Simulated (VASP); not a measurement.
Set up this calculation in VASP 6.6.1, as the native input.

* Task: single point
* Functional: PBEsol
* Potentials or basis: VASP PAW PBE potentials, release 64 (Co, O)
* Cutoff: 520 eV
* k mesh: 18 × 18 × 18
* Occupations: gaussian, width 0.15 eV
* Spin: collinear spin, ferromagnetic start
* Starting moments: [2.64, 0.33] μB
* Dipole correction: no
* Further INCAR settings: ALGO = Normal; EDIFF = 1e-06; NBANDS = 18

The structure of CoO lies in POSCAR:

```
CoO
1.0
    1.5054695445      0.8691832468      2.4399269062
   -1.5054695445      0.8691832468      2.4399269062
    0.0000000000     -1.7383664936      2.4399269062
Co O
1 1
Direct
    0.0000000000      0.0000000000      0.0000000000
    0.5000000000      0.5000000000      0.5000000000
```

One way to write it, as run:

INCAR

```
SYSTEM = CoO
PREC     = Accurate       ! precision mode
ENCUT    = 520            ! plane-wave cutoff, eV
EDIFF    = 1E-6           ! SCF threshold, eV
ISMEAR   = 0              ! smearing method
SIGMA    = 0.15           ! smearing width, eV
LREAL    = .False.        ! projectors in reciprocal space
LASPH    = .True.         ! aspherical terms in the spheres
NELM     = 150            ! most SCF steps
ALGO     = Normal         ! electronic algorithm
ISIF     = 2              ! what is computed and relaxed
LWAVE    = .False.        ! write WAVECAR
LCHARG   = .False.        ! write CHGCAR
ISPIN    = 2              ! spin polarisation
MAGMOM   = 2.64 0.33      ! initial moments
LORBIT   = 11             ! projections on sites
LMAXMIX  = 4              ! l up to which the mixer works
GGA      = PS             ! functional
NBANDS   = 18             ! bands
```

KPOINTS

```
regular mesh
0
Gamma
  18 18 18
  0 0 0
```

Potentials or basis: VASP PAW PBE potentials, release 64 (Co, O).

Command:

```console
$ cat potpaw_PBE.64/Co/POTCAR potpaw_PBE.64/O/POTCAR > POTCAR
$ mpirun -np 1 vasp_std > vasp.out
```

It gave:

```
Pressure                                              : -9.6 GPa
Net moment                                            : 2.90 μB per cell
Site moments                                          : Co +2.54; O +0.31 μB
Valence electrons inside the program's atomic spheres : Co 7.82; O 4.95
```

Caveat: the PAW data sets were made with another functional, which shifts forces and pressure a little; a cell with one magnetic atom can't hold antiferromagnetic order, which such compounds often take.

Wall time 2.4 min on 1 thread of Intel(R) Xeon(R) 6975P-C (Granite Rapids), on a shared host, peak memory 0.4 GiB.
